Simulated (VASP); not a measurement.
# Hg (P6_3/mmc) in VASP: further runs

Hg is run at these levels: PBEsol; tasks: single point, relaxation of cell and atoms.

All numbers are computed with VASP 6.6.1; they aren't measurements. Logs are shortened: lines on timing, memory, paths and dates and some standing lists are left out, and cuts for length are marked.

## 1. The cell of the first run

The structure is hexagonal, space group P6_3/mmc (No. 194). The conventional cell has a = 2.888 Å, b = 2.888 Å, c = 4.984 Å, α = 90.00°, β = 90.00°, γ = 120.00°. Hg (site symmetry -6m2) has 12 Hg at 2.89 to 3.00 Å within 3.8 Å.

## 2. Single point, PBEsol

INCAR

```
SYSTEM = Hg
PREC     = Accurate       ! precision mode
ENCUT    = 550            ! plane-wave cutoff, eV
EDIFF    = 1E-6           ! SCF threshold, eV
ISMEAR   = 0              ! smearing method
SIGMA    = 0.1            ! smearing width, eV
LREAL    = .FALSE.        ! projectors in reciprocal space
LASPH    = .TRUE.         ! aspherical terms in the spheres
NELM     = 120            ! most SCF steps
ALGO     = Normal         ! electronic algorithm
ISIF     = 2              ! what is computed and relaxed
LWAVE    = .FALSE.        ! write WAVECAR
LCHARG   = .TRUE.         ! write CHGCAR
GGA      = PS             ! functional
LELF     = .TRUE.         ! ELF
LVHAR    = .TRUE.       
NBANDS   = 27             ! bands
GGA_COMPAT= .FALSE.
```

KPOINTS

```
regular mesh
0
G
  18 18 10
  0 0 0
```

POSCAR

```
Hg
1.0
    2.8883449224      0.0000000000      0.0000000000
   -1.4441724612      2.5013800777      0.0000000000
    0.0000000000      0.0000000000      4.9835929668
Hg
2
Direct
    0.6666666667      0.3333333333      0.7500000000
    0.3333333333      0.6666666667      0.2500000000
```

Potentials or basis: VASP PAW PBE potentials, release 64 (Hg_sv_GW).

The run is started by

```bash
$ cat potpaw_PBE.64/Hg_sv_GW/POTCAR > POTCAR
$ mpirun -np 1 vasp_std > vasp.out
```

OUTCAR:

```text
SYSTEM = Hg
   PREC = Accurate
   ENCUT = 550
   EDIFF = 1E-6
   ISMEAR = 0
   LREAL = .FALSE.
   LASPH = .TRUE.
   NELM = 120
   ISIF = 2
   GGA = PS

 ion  position               nearest neighbor table
   1  0.667  0.333  0.750-   2 3.00   2 3.00   2 3.00   2 3.00   2 3.00   2 3.00
   2  0.333  0.667  0.250-   1 3.00   1 3.00   1 3.00   1 3.00   1 3.00   1 3.00

  LATTYP: Found a hexagonal cell.
 ALAT       =     2.8883449224
 C/A-ratio  =     1.7254147620

  Lattice vectors:

 A1 = (   2.8883449224,   0.0000000000,   0.0000000000)
 A2 = (  -1.4441724612,   2.5013800777,   0.0000000000)
 A3 = (   0.0000000000,   0.0000000000,   4.9835929668)

Analysis of symmetry for initial positions (statically):
=====================================================================
 Subroutine PRICEL returns:
 Original cell was already a primitive cell.

 Routine SETGRP: Setting up the symmetry group for a
 hexagonal supercell.

 Subroutine GETGRP returns: Found 24 space group operations
 (whereof 12 operations were pure point group operations)
 out of a pool of 24 trial point group operations.

The static configuration has the point symmetry D_3d.
 The point group associated with its full space group is D_6h.

Analysis of symmetry for dynamics (positions and initial velocities):
=====================================================================
 Subroutine PRICEL returns:
 Original cell was already a primitive cell.

 Routine SETGRP: Setting up the symmetry group for a
 hexagonal supercell.

 Subroutine GETGRP returns: Found 24 space group operations
 (whereof 12 operations were pure point group operations)
 out of a pool of 24 trial point group operations.

The dynamic configuration has the point symmetry D_3d.
 The point group associated with its full space group is D_6h.

 Subroutine INISYM returns: Found 24 space group operations
 (whereof 12 operations are pure point group operations),
 and found     1 'primitive' translations

----------------------------------------------------------------------------------------

                                     Primitive cell

  volume of cell :      36.0057

  direct lattice vectors                    reciprocal lattice vectors
     2.888344922  0.000000000  0.000000000     0.346219038  0.199889655  0.000000000
    -1.444172461  2.501380078  0.000000000     0.000000000  0.399779309  0.000000000
     0.000000000  0.000000000  4.983592967     0.000000000  0.000000000  0.200658442

  length of vectors
     2.888344922  2.888344922  4.983592967     0.399779309  0.399779309  0.200658442

  position of ions in fractional coordinates (direct lattice)
     0.666666667  0.333333333  0.750000000
     0.333333333  0.666666667  0.250000000

  ion indices of the primitive-cell ions
   primitive index   ion index
                 1           1
                 2           2

----------------------------------------------------------------------------------------

 KPOINTS: regular mesh

Automatic generation of k-mesh.
 Grid dimensions read from file:
 generate k-points for:   18   18   10

 Generating k-lattice:

  Cartesian coordinates                     Fractional coordinates (reciprocal lattice)
     0.019234391  0.011104981  0.000000000     0.055555556 -0.000000000  0.000000000
     0.000000000  0.022209962  0.000000000     0.000000000  0.055555556  0.000000000
     0.000000000  0.000000000  0.020065844     0.000000000  0.000000000  0.100000000

  Length of vectors
     0.022209962  0.022209962  0.020065844

  Shift w.r.t. Gamma in fractional coordinates (k-lattice)
     0.000000000  0.000000000  0.000000000

 Subroutine IBZKPT returns following result:
 ===========================================

 Found    222 irreducible k-points:

 Following reciprocal coordinates:
            Coordinates               Weight
  0.000000  0.000000  0.000000      1.000000
  0.055556 -0.000000  0.000000      6.000000
  0.111111 -0.000000  0.000000      6.000000
  0.166667  0.000000  0.000000      6.000000
  0.222222  0.000000  0.000000      6.000000
  0.277778  0.000000  0.000000      6.000000
[... 16 lines left out ...]
  0.333333  0.111111  0.000000     12.000000
  0.388889  0.111111  0.000000     12.000000
 [... further k-points ...]
   k-points           NKPTS =    222   k-points in BZ     NKDIM =    222   number of bands    NBANDS=     27
   number of dos      NEDOS =    301   number of ions     NIONS =      2
   total plane-waves  NPLWV =  23040
   dimension x,y,z NGX =    24 NGY =   24 NGZ =   40
   dimension x,y,z NGXF=    48 NGYF=   48 NGZF=   80
   ions per type =               2
   NGX,Y,Z   is equivalent  to a cutoff of  13.81, 13.81, 13.34 a.u.
   NGXF,Y,Z  is equivalent  to a cutoff of  27.63, 27.63, 26.69 a.u.
 SYSTEM =  Hg
   PREC   = accura    normal or accurate (medium, high low for compatibility)
   ISTART =      0    job   : 0-new  1-cont  2-samecut
   ICHARG =      2    charge: 1-file 2-atom 10-const
   ISPIN  =      1    spin polarized calculation?
   LNONCOLLINEAR =      F non collinear calculations
   LSORBIT =      F    spin-orbit coupling
   LASPH  =      T    aspherical Exc in radial PAW
   ENCUT  =  550.0 eV  40.42 Ry    6.36 a.u.   5.52  5.52  9.53*2*pi/ulx,y,z
   NELM   =    120;   NELMIN=  2; NELMDL= -5     # of ELM steps
   EDIFF  = 0.1E-05   stopping-criterion for ELM
   LREAL  =      F    real-space projection
   EDIFFG = 0.1E-04   stopping-criterion for IOM
   NSW    =      0    number of steps for IOM
   IBRION =     -1    ionic relax: 0-MD 1-quasi-New 2-CG
   NFREE  =      0    steps in history (QN), initial steepest desc. (CG)
   ISIF   =      2    stress and relaxation
   ISYM   =      2    0-nonsym 1-usesym 2-fastsym
   POTIM  = 0.5000    time-step for ionic-motion
   TEBEG  =    0.0;   TEEND  =   0.0 temperature during run
   PSTRESS=    0.0 pullay stress
   NELECT =      40.0000    total number of electrons
   NUPDOWN=      -1.0000    fix difference up-down
   EMIN   =  10.00;   EMAX   =-10.00  energy-range for DOS
   EFERMI =   0.00;   METHOD = LEGACY
   ISMEAR =     0;   SIGMA  =   0.10  broadening in eV -4-tet -1-fermi 0-gaus
   EFERMI_NEDOS =   21; number of points for ismear=-14 and -15
   IALGO  =     38    algorithm
   IMIX   =      4    mixing-type and parameters
     AMIX     =   0.40;   BMIX     =  1.00
     AMIX_MAG =   1.60;   BMIX_MAG =  1.00
  volume/ion in A,a.u.               =      18.00       121.49
  Fermi-wavevector in a.u.,A,eV,Ry     =   1.695526  3.204079 39.114132  2.874808
  Thomas-Fermi vector in A             =   2.776554
   LORBIT       =      0    0 simple, 1 ext, 2 COOP (PROOUT), +10 PAW based schemes
   GGA     = PS    functional components
   LHFCALC =     F    Hartree Fock is set to
   AEXX    =    0.0000 exact exchange contribution
   IVDW    =     0    specifies the selected vdW correction
   LEPSILON=     F    determine dielectric tensor
   LRPA    =     F    only Hartree local field effects (RPA)
 non-spin polarized calculation
 Gauss-broadening in eV      SIGMA  =   0.10
  energy-cutoff  :      550.00
  volume of cell :       36.01
 maximum number of plane-waves:      1081
 NGX is ok and might be reduce to    24
   NGX = 11   NGY = 11   NGZ = 19

 number of electron      40.0000021 magnetization

 Free energy of the ion-electron system (eV)
  ---------------------------------------------------
  ext. energy  EPLUGINS =         0.00000000
  ---------------------------------------------------
  free energy    TOTEN  =        -0.51173972 eV

  energy without entropy =       -0.50729268  energy(sigma->0) =       -0.50951620

 E-fermi :   9.7921     XC(G=0): -13.2276

 val. band max:        9.7789781778   @ k =   0.4444   0.1111   0.5000
 cond. band min:       9.7988798654   @ k =   0.4444   0.0000   0.3000
 fundamental gap:      0.0199016877
 Fermi energy:         9.7920885960

 k-point     1 :       0.0000    0.0000    0.0000
  band No.  band energies     occupation
      1    -106.3372      2.00000
      2    -106.3333      2.00000
      3     -54.6744      2.00000
      4     -54.5920      2.00000
      5     -54.5920      2.00000
      6     -54.5792      2.00000
[... 19 lines left out ...]
     26      25.0903      0.00000
     27      28.1353      0.00000

 k-point     2 :       0.0556   -0.0000    0.0000
  band No.  band energies     occupation
      1    -106.3370      2.00000
      2    -106.3332      2.00000
      3     -54.6734      2.00000
      4     -54.5957      2.00000
      5     -54.5931      2.00000
      6     -54.5828      2.00000
[... 19 lines left out ...]
     26      24.9044      0.00000
     27      27.3873      0.00000

 k-point     3 :       0.1111   -0.0000    0.0000
  band No.  band energies     occupation
      1    -106.3365      2.00000
      2    -106.3328      2.00000
      3     -54.6704      2.00000
      4     -54.6057      2.00000
      5     -54.5961      2.00000
      6     -54.5928      2.00000
[... 19 lines left out ...]
     26      25.2018      0.00000
     27      25.8513      0.00000

 k-point     4 :       0.1667    0.0000    0.0000
  band No.  band energies     occupation
      1    -106.3357      2.00000
      2    -106.3323      2.00000
      3     -54.6655      2.00000
      4     -54.6209      2.00000
      5     -54.6082      2.00000
      6     -54.6006      2.00000
[... 19 lines left out ...]
     26      24.4187      0.00000
     27      25.3688      0.00000

 k-point     5 :       0.2222    0.0000    0.0000
  band No.  band energies     occupation
      1    -106.3347      2.00000
      2    -106.3316      2.00000
      3     -54.6593      2.00000
      4     -54.6394      2.00000
      5     -54.6270      2.00000
      6     -54.6062      2.00000
[... 19 lines left out ...]
     26      23.7372      0.00000
     27      24.0904      0.00000

 k-point     6 :       0.2778    0.0000    0.0000
  band No.  band energies     occupation
      1    -106.3337      2.00000
      2    -106.3310      2.00000
      3     -54.6593      2.00000
      4     -54.6520      2.00000
      5     -54.6471      2.00000
      6     -54.6119      2.00000
[... 444 lines left out ...]
      1    -106.3334      2.00000
      2    -106.3308      2.00000
      3     -54.6599      2.00000
      4     -54.6519      2.00000
      5     -54.6496      2.00000
      6     -54.6155      2.00000
[... 19 lines left out ...]
     26      23.1356      0.00000
     27      24.2546      0.00000

 k-point    22 :       0.2778    0.1111    0.0000
  band No.  band energies     occupation
      1    -106.3324      2.00000
      2    -106.3303      2.00000
      3     -54.6767      2.00000
      4     -54.6672      2.00000
      5     -54.6421      2.00000
      6     -54.6225      2.00000
[... 19 lines left out ...]
     26      22.4824      0.00000
     27      23.4548      0.00000

 k-point    23 :       0.3333    0.1111    0.0000
  band No.  band energies     occupation
      1    -106.3315      2.00000
      2    -106.3299      2.00000
      3     -54.6904      2.00000
      4     -54.6794      2.00000
      5     -54.6349      2.00000
      6     -54.6282      2.00000
[... 19 lines left out ...]
     26      22.0215      0.00000
     27      22.7555      0.00000

 k-point    24 :       0.3889    0.1111    0.0000
  band No.  band energies     occupation
      1    -106.3310      2.00000
      2    -106.3297      2.00000
      3     -54.6994      2.00000
      4     -54.6874      2.00000
      5     -54.6319      2.00000
      6     -54.6292      2.00000
[... 19 lines left out ...]
     26      21.7469      0.00000
     27      22.2854      0.00000

 [... further k-points ...]

------------------------ aborting loop because EDIFF is reached ----------------------------------------

  FORCE on cell =-STRESS in cart. coord.  units (eV):
  Direction    XX          YY          ZZ          XY          YZ          ZX
  --------------------------------------------------------------------------------------
  -------------------------------------------------------------------------------------
  Total        5.5710786      5.5710786      5.5333167      0.0000000      0.0000000      0.0000000
  in kB      247.9011609    247.9011609    246.2208375      0.0000000      0.0000000      0.0000000
  external PRESSURE =     247.3410531 kB  Pullay stress =       0.0000000 kB

 VOLUME and BASIS-vectors are now :
 -----------------------------------------------------------------------------
  energy-cutoff  :      550.00
  volume of cell :       36.01
      direct lattice vectors                 reciprocal lattice vectors
     2.888344922  0.000000000  0.000000000     0.346219038  0.199889655  0.000000000
    -1.444172461  2.501380078  0.000000000     0.000000000  0.399779309  0.000000000
     0.000000000  0.000000000  4.983592967     0.000000000  0.000000000  0.200658442

 POSITION                                       TOTAL-FORCE (eV/Angst)
 -----------------------------------------------------------------------------------
      1.44417      0.83379      3.73769        -0.000000      0.000000      0.000000
     -0.00000      1.66759      1.24590         0.000000     -0.000000      0.000000
 -----------------------------------------------------------------------------------
    total drift:                               -0.000000      0.000000     -0.000000

  FREE ENERGIE OF THE ION-ELECTRON SYSTEM (eV)
  ---------------------------------------------------
  free  energy   TOTEN  =        -0.5117397238 eV

  energy  without entropy=       -0.5072926762  energy(sigma->0) =       -0.50951620
```

Run time: 74 s. Hardware: 1 thread of Intel Xeon 6975P-C (Granite Rapids), shared host; peak memory 0.34 GiB.

What came out:

| Item | Value |
| --- | --- |
| Free energy | -0.5117 eV |
| Pressure | 24.7 GPa |
| Band gap on the k mesh | zero (bands 20 and 21 overlap by 2.50 eV) |

Levels at points of the mesh, in eV from the Fermi level:
| k point | band 16 | band 17 | band 18 | band 19 | band 20 | band 21 | band 22 | band 23 | band 24 | band 25 |
| --- | --- | --- | --- | --- | --- | --- | --- | --- | --- | --- |
| (0.00, 0.00, 0.00) | -7.60 | -7.60 | -6.67 | -6.67 | -3.75 | -1.98 | 12.53 | 12.76 | 14.34 | 15.30 |
| (0.50, 0.00, 0.00) | -6.57 | -6.35 | -6.24 | -3.10 | -2.29 | 2.29 | 3.27 | 3.78 | 7.69 | 7.75 |
| (0.00, 0.00, 0.50) | -8.39 | -7.01 | -7.01 | -7.01 | -7.01 | 6.33 | 6.33 | 12.77 | 12.77 | 15.81 |
| (0.50, 0.00, 0.50) | -6.72 | -6.29 | -6.29 | -2.38 | -2.38 | -0.12 | -0.12 | 9.74 | 9.74 | 10.44 |

Caveat: the cell stands under pressure; the PAW data sets were made with another functional, which shifts forces and pressure a little; spin-orbit coupling is left out, which moves the levels of the heavy elements.

## 3. Relaxation of cell and atoms, PBEsol, target pressure 25 GPa, at which the enthalpy is minimised

This run uses another cell than the first one, of 18.19 Å³/atom.

INCAR

```
SYSTEM = Hg
  PREC = Accurate
  ENCUT = 600
  EDIFF = 1E-6
  ISMEAR = 0
  SIGMA = 0.1
  LREAL = .False.
  LASPH = .True.
  NELM = 80
  ALGO = Fast
  ISIF = 3
  LWAVE = .False.
  LCHARG = .False.
  GGA = PS
  IBRION = 2
  NSW = 70
  EDIFFG = -0.008
  PSTRESS = 250.0
```

KPOINTS

```
regular mesh
0
Gamma
  18 18 10
  0 0 0
```

POSCAR

```
Hg
1.0
    2.9460222062      0.0000000000      0.0000000000
   -1.4730111031      2.5513300707      0.0000000000
    0.0000000000      0.0000000000      4.8391087625
Hg
2
Direct
    0.6666666667      0.3333333333      0.7500000000
    0.3333333333      0.6666666667      0.2500000000
```

Potentials or basis: VASP PAW PBE potentials, release 64 (Hg).

The run is started by

```bash
$ cat potpaw_PBE.64/Hg/POTCAR > POTCAR
$ mpirun -np 1 vasp_std > vasp.out
```

Run time: 6.9 min. Hardware: 1 thread of AMD EPYC 9R45 (Zen 5), shared host; peak memory 0.25 GiB.

Results (log left out):

- Free energy: -0.4722 eV
- Relaxed volume: 18.15 Å³/atom
- Relaxed cell: a = 2.905 Å, b = 2.905 Å, c = 4.967 Å, α = 90.00°, β = 90.00°, γ = 120.00°
- Space group after relaxing (to 0.1 Å): P6_3/mmc (No. 194)
- Energy change on relaxing (the run minimises the enthalpy): +3.1 meV/atom
- Ionic steps: 15
- Pressure after relaxing: 25.0 GPa
- Band gap on the k mesh: zero (bands 12 and 13 overlap by 2.41 eV)

The path:
| step | energy change (eV) | largest force (eV/Å) | pressure (GPa) | volume (Å³) |
| --- | --- | --- | --- | --- |
| 1 | 0.0000 | 0.0000 | 24.82 | 36.37 |
| 2 | 0.0165 | 0.0000 | 25.30 | 36.26 |
| 3 | 0.0288 | 0.0000 | 25.79 | 36.18 |
| 4 | 0.0294 | 0.0000 | 25.72 | 36.18 |
| 5 | 0.0311 | 0.0000 | 25.78 | 36.17 |
| 6 | 0.0345 | 0.0000 | 25.89 | 36.14 |
| 7 | 0.0419 | 0.0000 | 26.14 | 36.09 |
| 8 | 0.0602 | 0.0000 | 26.76 | 35.97 |
| 9 | 0.0501 | 0.0000 | 26.45 | 36.03 |
| 10 | 0.0343 | 0.0000 | 25.97 | 36.13 |
| 11 | 0.0172 | 0.0000 | 25.42 | 36.24 |
| 12 | 0.0148 | 0.0000 | 25.30 | 36.25 |
| 13 | 0.0155 | 0.0000 | 25.33 | 36.25 |
| 14 | 0.0131 | 0.0000 | 25.25 | 36.26 |
| 15 | 0.0062 | 0.0000 | 25.01 | 36.30 |

Final structure:
```cif
data_structure
_symmetry_space_group_name_H-M 'P 1'
_symmetry_Int_Tables_number 1
_cell_length_a 2.9051
_cell_length_b 2.9051
_cell_length_c 4.9671
_cell_angle_alpha 90.000
_cell_angle_beta 90.000
_cell_angle_gamma 120.000
_cell_volume 36.30
loop_
_atom_site_label
_atom_site_type_symbol
_atom_site_fract_x
_atom_site_fract_y
_atom_site_fract_z
_atom_site_occupancy
Hg1 Hg 0.66667 0.33333 0.75000 1
Hg2 Hg 0.33333 0.66667 0.25000 1
```

Levels at points of the mesh, in eV from the Fermi level:
| k point | band 8 | band 9 | band 10 | band 11 | band 12 | band 13 | band 14 | band 15 | band 16 |
| --- | --- | --- | --- | --- | --- | --- | --- | --- | --- |
| (0.00, 0.00, 0.00) | -7.58 | -7.58 | -6.63 | -6.63 | -3.64 | -1.87 | 13.45 | 13.84 | 15.45 |
| (0.50, 0.00, 0.00) | -6.51 | -6.35 | -6.23 | -3.10 | -2.33 | 2.43 | 3.32 | 3.88 | 7.82 |
| (0.00, 0.00, 0.50) | -8.30 | -6.97 | -6.97 | -6.97 | -6.97 | 6.57 | 6.57 | 13.77 | 13.77 |
| (0.50, 0.00, 0.50) | -6.67 | -6.28 | -6.28 | -2.34 | -2.34 | -0.15 | -0.15 | 10.18 | 10.18 |

Caveat: the cell is relaxed towards a set pressure, so the run minimises the enthalpy, not the energy; the PAW data sets were made with another functional, which shifts forces and pressure a little; spin-orbit coupling is left out, which moves the levels of the heavy elements.

(Part 1 of 2 ends here.)

The gap in the log of VASP goes by the Fermi energy; the results here count the filled bands.